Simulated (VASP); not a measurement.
## TiSi: single point with r2SCAN

TiSi:

```
Ti Si
1.0
     1.70909   -1.99276    0.00000
     1.70909    1.99276    0.00000
     0.00000    0.00000    4.29557
Ti Si
1 1
Direct
  0.50000 0.50000 0.00000
  0.00000 0.00000 0.50000
```

This cell differs from its parent crystal: ratio of the length along z to the lengths across it x 1.2, volume and fractional coordinates fixed.

- Program: VASP 6.6.1
- Task: single point
- Functional: r2SCAN
- Potentials or basis: VASP PAW PBE potentials, release 64 (Ti_sv, Si)
- Cutoff: 520 eV
- k mesh: 20 × 20 × 14
- Occupations: gaussian, width 0.15 eV
- Spin: no spin polarisation
- Dipole correction: no
- Further INCAR settings: ALGO = Normal; EDIFF = 1e-06; NBANDS = 15

| Item | Value |
| --- | --- |
| Pressure | -3.2 GPa |
| Band gap on the k mesh | zero (bands 8 and 9 overlap by 1.63 eV) |

Stress tensor (GPa, compression positive):
```
  6.15   0.00   0.00
  0.00   4.25   0.00
  0.00   0.00 -19.90
```

Levels at points of the mesh, in eV from the Fermi level:
```tsv
k point	band 4	band 5	band 6	band 7	band 8	band 9	band 10	band 11	band 12	band 13
(0.00, 0.00, 0.00)	-33.66	-12.97	-3.83	-3.18	-1.35	2.41	3.01	3.84	4.53	7.36
(0.50, 0.00, 0.00)	-33.66	-7.81	-6.93	-3.71	-1.10	2.56	3.05	3.70	4.01	4.32
(0.50, 0.50, 0.00)	-34.22	-5.07	-4.01	-1.25	-1.20	-1.09	-0.22	2.57	2.93	5.06
(0.00, 0.00, 0.50)	-33.66	-12.14	-7.23	-1.25	-0.82	1.95	2.74	3.92	7.11	7.97
(0.50, 0.00, 0.50)	-33.66	-8.27	-5.98	-2.57	-1.91	0.57	2.07	2.61	2.88	6.75
(0.50, 0.50, 0.50)	-34.23	-5.00	-3.75	-2.82	-2.50	1.97	2.62	2.77	3.07	3.89
```

Run time: 6.9 min on 1 thread of Intel(R) Xeon(R) 6975P-C (Granite Rapids), on a shared host, peak memory 0.47 GiB.

Caveat: the stress differs along the axes, from -20 to 6 GPa; the PAW data sets were made with another functional, which shifts forces and pressure a little.
